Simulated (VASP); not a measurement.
# AlN (P6_3mc) in VASP: settings compared

The runs below take AlN through single point, with PBE+D4, BLYP, SVWN5.

Everything below comes from runs of VASP 6.6.1. Logs are shortened: lines on timing, memory, paths and dates and some standing lists are left out, and cuts for length are marked.

**1. The cell of the first run**

It takes space group P6_3mc (No. 186, hexagonal). The conventional cell has a = 3.134 Å, b = 3.134 Å, c = 5.014 Å, α = 90.00°, β = 90.00°, γ = 120.00°. Within 2.5 Å of Al (site symmetry 3m) lie 4 N at 1.91 Å. Within 2.5 Å of N (site symmetry 3m) lie 4 Al at 1.91 Å.

**2. Single point, PBE+D4**

Contents of INCAR:

```
SYSTEM = AlN
PREC     = Accurate       ! precision mode
ENCUT    = 520            ! plane-wave cutoff, eV
EDIFF    = 1E-6           ! SCF threshold, eV
ISMEAR   = -1             ! smearing method
SIGMA    = 0.05           ! smearing width, eV
LREAL    = .False.        ! projectors in reciprocal space
LASPH    = .True.         ! aspherical terms in the spheres
NELM     = 60             ! most SCF steps
ALGO     = Normal         ! electronic algorithm
ISIF     = 2              ! what is computed and relaxed
LWAVE    = .False.        ! write WAVECAR
LCHARG   = .False.        ! write CHGCAR
GGA      = PE             ! functional
IVDW     = 13             ! dispersion correction
NBANDS   = 16             ! bands
```

Contents of KPOINTS:

```
Automatic mesh
0
Gamma
  10 10 6
  0 0 0
```

Contents of POSCAR:

```
AlN
1.0
    3.1336164949      0.0000000000      0.0000000000
   -1.5668082474      2.7137914903      0.0000000000
    0.0000000000      0.0000000000      5.0139877163
Al N
2 2
Direct
    0.6666666667      0.3333333333      0.5000000000
    0.3333333333      0.6666666667      0.0000000000
    0.6666666667      0.3333333333      0.8800000000
    0.3333333333      0.6666666667      0.3800000000
```

Potentials or basis: VASP PAW PBE potentials, release 64 (Al, N).

The run is started by

```bash
> cat potpaw_PBE.64/Al/POTCAR potpaw_PBE.64/N/POTCAR > POTCAR
> mpirun -np 1 vasp_std > vasp.out
```

OUTCAR:

```text
SYSTEM = AlN
   PREC = Accurate
   ENCUT = 520
   EDIFF = 1E-6
   ISMEAR = -1
   LREAL = .False.
   LASPH = .True.
   NELM = 60
   ISIF = 2
   GGA = PE
   IVDW = 13

 ion  position               nearest neighbor table
   1  0.667  0.333  0.500-   3 1.91   4 1.91   4 1.91   4 1.91   2 3.09   2 3.09   2 3.09   2 3.09
                             2 3.09   2 3.09
   2  0.333  0.667  0.000-   4 1.91   3 1.91   3 1.91   3 1.91   1 3.09   1 3.09   1 3.09   1 3.09
                             1 3.09   1 3.09
   3  0.667  0.333  0.880-   1 1.91   2 1.91   2 1.91   2 1.91
   4  0.333  0.667  0.380-   2 1.91   1 1.91   1 1.91   1 1.91

  LATTYP: Found a hexagonal cell.
 ALAT       =     3.1336164949
 C/A-ratio  =     1.6000642467

  Lattice vectors:

 A1 = (   3.1336164949,   0.0000000000,   0.0000000000)
 A2 = (  -1.5668082474,   2.7137914903,   0.0000000000)
 A3 = (   0.0000000000,   0.0000000000,   5.0139877163)

Analysis of symmetry for initial positions (statically):
=====================================================================
 Subroutine PRICEL returns:
 Original cell was already a primitive cell.

 Routine SETGRP: Setting up the symmetry group for a
 hexagonal supercell.

 Subroutine GETGRP returns: Found 12 space group operations
 (whereof  6 operations were pure point group operations)
 out of a pool of 24 trial point group operations.

The static configuration has the point symmetry C_3v.
 The point group associated with its full space group is C_6v.

Analysis of symmetry for dynamics (positions and initial velocities):
=====================================================================
 Subroutine PRICEL returns:
 Original cell was already a primitive cell.

 Routine SETGRP: Setting up the symmetry group for a
 hexagonal supercell.

 Subroutine GETGRP returns: Found 12 space group operations
 (whereof  6 operations were pure point group operations)
 out of a pool of 24 trial point group operations.

The dynamic configuration has the point symmetry C_3v.
 The point group associated with its full space group is C_6v.

 Subroutine INISYM returns: Found 12 space group operations
 (whereof  6 operations are pure point group operations),
 and found     1 'primitive' translations

----------------------------------------------------------------------------------------

                                     Primitive cell

  volume of cell :      42.6389

  direct lattice vectors                    reciprocal lattice vectors
     3.133616495  0.000000000  0.000000000     0.319120097  0.184244074  0.000000000
    -1.566808247  2.713791490  0.000000000     0.000000000  0.368488148  0.000000000
     0.000000000  0.000000000  5.013987716     0.000000000  0.000000000  0.199442052

  length of vectors
     3.133616495  3.133616495  5.013987716     0.368488148  0.368488148  0.199442052

  position of ions in fractional coordinates (direct lattice)
     0.666666667  0.333333333  0.500000000
     0.333333333  0.666666667  0.000000000
     0.666666667  0.333333333  0.880000000
     0.333333333  0.666666667  0.380000000

  ion indices of the primitive-cell ions
   primitive index   ion index
                 1           1
                 2           2
                 3           3
                 4           4

----------------------------------------------------------------------------------------

 KPOINTS: Automatic mesh

Automatic generation of k-mesh.
 Grid dimensions read from file:
 generate k-points for:   10   10    6

 Generating k-lattice:

  Cartesian coordinates                     Fractional coordinates (reciprocal lattice)
     0.031912010  0.018424407  0.000000000     0.100000000 -0.000000000  0.000000000
     0.000000000  0.036848815  0.000000000     0.000000000  0.100000000  0.000000000
     0.000000000  0.000000000  0.033240342     0.000000000  0.000000000  0.166666667

  Length of vectors
     0.036848815  0.036848815  0.033240342

  Shift w.r.t. Gamma in fractional coordinates (k-lattice)
     0.000000000  0.000000000  0.000000000

 Subroutine IBZKPT returns following result:
 ===========================================

 Found     56 irreducible k-points:

 Following reciprocal coordinates:
            Coordinates               Weight
  0.000000  0.000000  0.000000      1.000000
  0.100000 -0.000000  0.000000      6.000000
  0.200000 -0.000000  0.000000      6.000000
  0.300000  0.000000  0.000000      6.000000
  0.400000 -0.000000  0.000000      6.000000
  0.500000 -0.000000  0.000000      3.000000
[... 16 lines left out ...]
  0.300000  0.100000  0.166667     24.000000
  0.400000  0.100000  0.166667     24.000000
 [... further k-points ...]
   k-points           NKPTS =     56   k-points in BZ     NKDIM =     56   number of bands    NBANDS=     16
   number of dos      NEDOS =    301   number of ions     NIONS =      4
   total plane-waves  NPLWV =  23040
   dimension x,y,z NGX =    24 NGY =   24 NGZ =   40
   dimension x,y,z NGXF=    48 NGYF=   48 NGZF=   80
   ions per type =               2   2
   NGX,Y,Z   is equivalent  to a cutoff of  12.73, 12.73, 13.26 a.u.
   NGXF,Y,Z  is equivalent  to a cutoff of  25.47, 25.47, 26.53 a.u.
 SYSTEM =  AlN
   PREC   = accura    normal or accurate (medium, high low for compatibility)
   ISTART =      0    job   : 0-new  1-cont  2-samecut
   ICHARG =      2    charge: 1-file 2-atom 10-const
   ISPIN  =      1    spin polarized calculation?
   LNONCOLLINEAR =      F non collinear calculations
   LSORBIT =      F    spin-orbit coupling
   LASPH  =      T    aspherical Exc in radial PAW
   ENCUT  =  520.0 eV  38.22 Ry    6.18 a.u.   5.83  5.83  9.32*2*pi/ulx,y,z
   NELM   =     60;   NELMIN=  2; NELMDL= -5     # of ELM steps
   EDIFF  = 0.1E-05   stopping-criterion for ELM
   LREAL  =      F    real-space projection
   EDIFFG = 0.1E-04   stopping-criterion for IOM
   NSW    =      0    number of steps for IOM
   IBRION =     -1    ionic relax: 0-MD 1-quasi-New 2-CG
   NFREE  =      0    steps in history (QN), initial steepest desc. (CG)
   ISIF   =      2    stress and relaxation
   ISYM   =      2    0-nonsym 1-usesym 2-fastsym
   POTIM  = 0.5000    time-step for ionic-motion
   TEBEG  =    0.0;   TEEND  =   0.0 temperature during run
   PSTRESS=    0.0 pullay stress
   NELECT =      16.0000    total number of electrons
   NUPDOWN=      -1.0000    fix difference up-down
   EMIN   =  10.00;   EMAX   =-10.00  energy-range for DOS
   EFERMI =   0.00;   METHOD = LEGACY
   ISMEAR =    -1;   SIGMA  =   0.05  broadening in eV -4-tet -1-fermi 0-gaus
   EFERMI_NEDOS =   21; number of points for ismear=-14 and -15
   IALGO  =     38    algorithm
   IMIX   =      4    mixing-type and parameters
     AMIX     =   0.40;   BMIX     =  1.00
     AMIX_MAG =   1.60;   BMIX_MAG =  1.00
  volume/ion in A,a.u.               =      10.66        71.94
  Fermi-wavevector in a.u.,A,eV,Ry     =   1.180809  2.231405 18.970736  1.394310
  Thomas-Fermi vector in A             =   2.317094
   LORBIT       =      0    0 simple, 1 ext, 2 COOP (PROOUT), +10 PAW based schemes
   GGA     = PE    functional components
   LHFCALC =     F    Hartree Fock is set to
   AEXX    =    0.0000 exact exchange contribution
   IVDW    =    13    specifies the selected vdW correction
   LEPSILON=     F    determine dielectric tensor
   LRPA    =     F    only Hartree local field effects (RPA)
 non-spin polarized calculation
  energy-cutoff  :      520.00
  volume of cell :       42.64
 maximum number of plane-waves:      1170
 NGX is ok and might be reduce to    24
   NGX = 11   NGY = 11   NGZ = 19

 number of electron      15.9999998 magnetization

 Free energy of the ion-electron system (eV)
  ---------------------------------------------------
  ext. energy  EPLUGINS =         0.00000000
  ---------------------------------------------------
  free energy    TOTEN  =       -29.77921825 eV

  energy without entropy =      -29.77921825  energy(sigma->0) =      -29.77921825

 E-fermi :   6.9025     XC(G=0): -10.8209

 val. band max:        5.9324818121   @ k =   0.0000   0.0000   0.0000
 cond. band min:       9.9827336443   @ k =   0.0000   0.0000   0.0000
 fundamental gap:      4.0502518322
 Fermi energy:         6.9025269775

 k-point     1 :       0.0000    0.0000    0.0000
  band No.  band energies     occupation
      1      -9.1081      2.00000
      2      -7.0204      2.00000
      3       0.0479      2.00000
      4       5.1100      2.00000
      5       5.1100      2.00000
      6       5.7575      2.00000
[... 8 lines left out ...]
     15      18.9068      0.00000
     16      18.9068      0.00000

 k-point     2 :       0.1000   -0.0000    0.0000
  band No.  band energies     occupation
      1      -8.9841      2.00000
      2      -6.9511      2.00000
      3       0.1966      2.00000
      4       4.5353      2.00000
      5       4.9494      2.00000
      6       5.1860      2.00000
[... 8 lines left out ...]
     15      18.8817      0.00000
     16      18.9619      0.00000

 k-point     3 :       0.2000   -0.0000    0.0000
  band No.  band energies     occupation
      1      -8.6285      2.00000
      2      -6.7709      2.00000
      3       0.6312      2.00000
      4       3.2437      2.00000
      5       4.0868      2.00000
      6       4.5994      2.00000
[... 8 lines left out ...]
     15      18.0109      0.00000
     16      18.5609      0.00000

 k-point     4 :       0.3000    0.0000    0.0000
  band No.  band energies     occupation
      1      -8.0977      2.00000
      2      -6.5681      2.00000
      3       1.3078      2.00000
      4       1.9097      2.00000
      5       2.9891      2.00000
      6       4.2421      2.00000
[... 8 lines left out ...]
     15      17.8222      0.00000
     16      19.7297      0.00000
[... 324 lines left out ...]
 k-point    22 :       0.2000    0.1000    0.1667
  band No.  band energies     occupation
      1      -8.2085      2.00000
      2      -6.7743      2.00000
      3       1.1544      2.00000
      4       2.6961      2.00000
      5       3.1495      2.00000
      6       4.3260      2.00000
[... 8 lines left out ...]
     15      18.1580      0.00000
     16      19.4929      0.00000

 k-point    23 :       0.3000    0.1000    0.1667
  band No.  band energies     occupation
      1      -7.6584      2.00000
      2      -6.5776      2.00000
      3       1.1187      2.00000
      4       1.9468      2.00000
      5       2.6950      2.00000
      6       3.8621      2.00000
[... 8 lines left out ...]
     15      18.1460      0.00000
     16      20.1626      0.00000

 k-point    24 :       0.4000    0.1000    0.1667
  band No.  band energies     occupation
      1      -7.1824      2.00000
      2      -6.5395      2.00000
      3       0.6270      2.00000
      4       1.6148      2.00000
      5       2.9274      2.00000
      6       3.6969      2.00000
[... 8 lines left out ...]
     15      18.4176      0.00000
     16      20.6290      0.00000

 [... further k-points ...]

------------------------ aborting loop because EDIFF is reached ----------------------------------------

  DFT-D4 for vdW energy calculation

  Edisp (eV):   -1.20155

  FORCE on cell =-STRESS in cart. coord.  units (eV):
  Direction    XX          YY          ZZ          XY          YZ          ZX
  --------------------------------------------------------------------------------------
  -------------------------------------------------------------------------------------
  Total      -1.49059    -1.49059    -1.00694    -0.00000    -0.00000     0.00000
  in kB     -56.00975   -56.00975   -37.83640    -0.00000    -0.00000     0.00000
  external pressure =      -49.95 kB  Pullay stress =        0.00 kB

 VOLUME and BASIS-vectors are now :
 -----------------------------------------------------------------------------
  energy-cutoff  :      520.00
  volume of cell :       42.64
      direct lattice vectors                 reciprocal lattice vectors
     3.133616495  0.000000000  0.000000000     0.319120097  0.184244074  0.000000000
    -1.566808247  2.713791490  0.000000000     0.000000000  0.368488148  0.000000000
     0.000000000  0.000000000  5.013987716     0.000000000  0.000000000  0.199442052

 POSITION                                       TOTAL-FORCE (eV/Angst)
 -----------------------------------------------------------------------------------
      1.56681      0.90460      2.50699         0.000000      0.000000     -0.113097
     -0.00000      1.80919      0.00000        -0.000000      0.000000     -0.113097
      1.56681      0.90460      4.41231         0.000000     -0.000000      0.113097
     -0.00000      1.80919      1.90532        -0.000000      0.000000      0.113097
 -----------------------------------------------------------------------------------
    total drift:                               -0.000000     -0.000000      0.000452

  FREE ENERGIE OF THE ION-ELECTRON SYSTEM (eV)
  ---------------------------------------------------
  free  energy   TOTEN  =       -30.9807673836 eV

  energy  without entropy=      -30.9807673835  energy(sigma->0) =      -30.98076738
```

Wall time 11 s (1 thread of Intel Xeon 6975P-C (Granite Rapids), shared host); peak memory 0.17 GiB.

Results:

```
Free energy                : -30.9808 eV
Pressure                   : -5.0 GPa
Largest force              : 0.113 eV/Å
Band gap on the k mesh     : 4.05 eV, direct
Dispersion energy per atom : -0.300 eV
```

Forces in eV/Å, atoms in the order of the input:
```
Al   0.000  0.000 -0.113
Al   0.000  0.000 -0.113
N    0.000  0.000  0.113
N    0.000  0.000  0.113
```

Levels at points of the mesh, in eV from the valence-band top:
| k point | band 5 | band 6 | band 7 | band 8 | band 9 | band 10 | band 11 | band 12 |
| --- | --- | --- | --- | --- | --- | --- | --- | --- |
| (0.00, 0.00, 0.00) | -0.82 | -0.17 | -0.17 | 0.00 | 4.05 | 6.49 | 10.46 | 11.02 |
| (0.50, 0.00, 0.00) | -3.28 | -2.03 | -1.74 | -0.65 | 5.76 | 5.78 | 8.03 | 10.16 |
| (0.00, 0.00, 0.50) | -0.51 | -0.51 | -0.51 | -0.51 | 6.30 | 6.30 | 10.18 | 10.18 |
| (0.50, 0.00, 0.50) | -1.42 | -1.42 | -1.33 | -1.33 | 5.26 | 5.26 | 9.17 | 9.17 |

**3. Single point, BLYP**

INCAR: that of step 2 with these lines changed.

```diff
@@ -8,3 +8,3 @@
 LASPH    = .True.         ! aspherical terms in the spheres
-NELM     = 60             ! most SCF steps
+NELM     = 80             ! most SCF steps
 ALGO     = Normal         ! electronic algorithm
@@ -13,4 +13,7 @@
 LCHARG   = .False.        ! write CHGCAR
-GGA      = PE             ! functional
-IVDW     = 13             ! dispersion correction
+GGA      = B5             ! functional
+ALDAX    = 1.0          
+AGGAX    = 1.0          
+AGGAC    = 1.0          
+ALDAC    = 0.0          
 NBANDS   = 16             ! bands
```

KPOINTS is that of step 2.

POSCAR is that of step 2.

Potentials or basis: VASP PAW PBE potentials, release 64 (Al, N).

The run is started by

```bash
> cat potpaw_PBE.64/Al/POTCAR potpaw_PBE.64/N/POTCAR > POTCAR
> mpirun -np 1 vasp_std > vasp.out
```

Wall time 16 s (1 thread of Intel Xeon 6975P-C (Granite Rapids), shared host); peak memory 0.16 GiB.

It converged, with:

```
Free energy            : -27.8749 eV
Pressure               : 3.0 GPa
Largest force          : 0.100 eV/Å
Band gap on the k mesh : 4.33 eV, direct
```

Forces in eV/Å, atoms in the order of the input:
```
Al   0.000  0.000 -0.100
Al   0.000  0.000 -0.100
N    0.000  0.000  0.100
N    0.000  0.000  0.100
```

Stress tensor (GPa, compression positive):
```
2.27 0.00 0.00
0.00 2.27 0.00
0.00 0.00 4.49
```

Levels at points of the mesh, in eV from the valence-band top:
| k point | band 4 | band 5 | band 6 | band 7 | band 8 | band 9 | band 10 | band 11 | band 12 | band 13 |
| --- | --- | --- | --- | --- | --- | --- | --- | --- | --- | --- |
| (0.00, 0.00, 0.00) | -0.81 | -0.81 | -0.17 | -0.17 | 0.00 | 4.33 | 6.66 | 10.68 | 11.13 | 11.13 |
| (0.50, 0.00, 0.00) | -4.02 | -3.22 | -2.00 | -1.68 | -0.65 | 6.02 | 6.06 | 8.21 | 10.37 | 10.95 |
| (0.00, 0.00, 0.50) | -3.19 | -0.50 | -0.50 | -0.50 | -0.50 | 6.51 | 6.51 | 10.36 | 10.36 | 11.45 |
| (0.50, 0.00, 0.50) | -5.39 | -1.40 | -1.40 | -1.30 | -1.30 | 5.54 | 5.54 | 9.34 | 9.34 | 11.72 |

Caveat: the PAW data sets were made with another functional, which shifts forces and pressure a little. A k mesh can miss the band edges.

**4. Single point, SVWN5**

Contents of INCAR:

```
PREC = Accurate
ENCUT = 520
EDIFF = 1E-7
ISMEAR = -1
SIGMA = 0.05
LREAL = False
LASPH = True
NELM = 60
ALGO = Normal
ISIF = 2
LWAVE = False
LCHARG = False
GGA = VW
NBANDS = 16
```

Contents of KPOINTS:

```
Automatic mesh
0
Gamma
  10 10 6
```

POSCAR is that of step 3.

The run is started by

```bash
> cat potpaw_PBE.64/Al/POTCAR potpaw_PBE.64/N/POTCAR > POTCAR
> mpirun -np 1 vasp_std > vasp.out
```

It took 12 s on 1 thread of Intel Xeon 6975P-C (Granite Rapids), shared host; peak memory 0.15 GiB.

The run converged. Its results:

* Free energy: -32.7789 eV
* Pressure: -7.7 GPa
* Largest force: 0.106 eV/Å
* Band gap on the k mesh: 4.06 eV, direct

Forces in eV/Å, atoms in the order of the input:
```
Al   0.000  0.000 -0.106
Al   0.000  0.000 -0.106
N    0.000  0.000  0.106
N    0.000  0.000  0.106
```

Stress tensor (GPa, compression positive):
```
-8.28  0.00  0.00
 0.00 -8.28  0.00
 0.00  0.00 -6.50
```

Levels at points of the mesh, in eV from the valence-band top:
```
           k point  band 6  band 7  band 8  band 9  band 10  band 11
(0.00, 0.00, 0.00)   -0.17   -0.17    0.00    4.06     6.38    10.32
(0.50, 0.00, 0.00)   -2.05   -1.77   -0.66    5.61     5.66     7.93
(0.00, 0.00, 0.50)   -0.51   -0.51   -0.51    6.25     6.25    10.01
(0.50, 0.00, 0.50)   -1.43   -1.34   -1.34    5.15     5.15     9.01
```

Caveat: the PAW data sets were made with another functional, which shifts forces and pressure a little. A k mesh can miss the band edges.

(Part 1 of 2 ends here.)
